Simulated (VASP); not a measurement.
Write the native input for VASP 6.6.1 that does the following.

- Task: single point
- Functional: PBE
- Potentials or basis: VASP PAW PBE potentials, release 64 (Ta_pv, Al, F)
- Cutoff: 520 eV
- k mesh: 6 × 6 × 6
- Occupations: gaussian, width 0.1 eV
- Spin: no spin polarisation
- Dipole correction: no
- Further INCAR settings: ALGO = Normal; EDIFF = 1e-07; NBANDS = 32

The structure of Ta2AlF3 lies in POSCAR:

```
Ta2AlF3
1.0
    5.5544174300      0.0000000000      0.0000000000
   -2.7772087100      4.8102666000      0.0000000000
    0.0000000000      0.0000000000      3.0350859600
Ta Al F
2 1 3
Direct
    0.6666666700      0.3333333300      0.0000000000
    0.3333333300      0.6666666700      0.0000000000
    0.0000000000      0.0000000000      0.0000000000
    0.0000000000      0.5000000000      0.5000000000
    0.5000000000      0.0000000000      0.5000000000
    0.5000000000      0.5000000000      0.5000000000
```

The cell was built from a structure type or drawn by symmetry, and may not be a known phase.

These files were run (other wordings do the same):

INCAR

```
SYSTEM = Ta2AlF3
ALGO     = Normal         ! electronic algorithm
EDIFF    = 1E-7           ! SCF threshold, eV
ENCUT    = 520            ! plane-wave cutoff, eV
GGA      = PE             ! functional
ISIF     = 2              ! what is computed and relaxed
ISMEAR   = 0              ! smearing method
LASPH    = .TRUE.         ! aspherical terms in the spheres
LCHARG   = .FALSE.        ! write CHGCAR
LREAL    = .FALSE.        ! projectors in reciprocal space
LWAVE    = .FALSE.        ! write WAVECAR
NBANDS   = 32             ! bands
NELM     = 60             ! most SCF steps
PREC     = Accurate       ! precision mode
SIGMA    = 0.1            ! smearing width, eV
```

KPOINTS

```
k-points
0
G
  6 6 6
  0 0 0
```

Potentials or basis: VASP PAW PBE potentials, release 64 (Ta_pv, Al, F).

Command:

```console
$ cat potpaw_PBE.64/Ta_pv/POTCAR potpaw_PBE.64/Al/POTCAR potpaw_PBE.64/F/POTCAR > POTCAR
$ mpirun -np 1 vasp_std > vasp.out
```

Results of the run:

```
Pressure               : 12.9 GPa
Band gap on the k mesh : zero (bands 23 and 24 overlap by 0.93 eV)
```

Caveat: the cell stands under pressure; spin-orbit coupling is left out, which moves the levels of the heavy elements.

Run time: 90 s on 1 thread of Intel Xeon 8259CL, with other jobs on the host, peak memory 0.23 GiB.
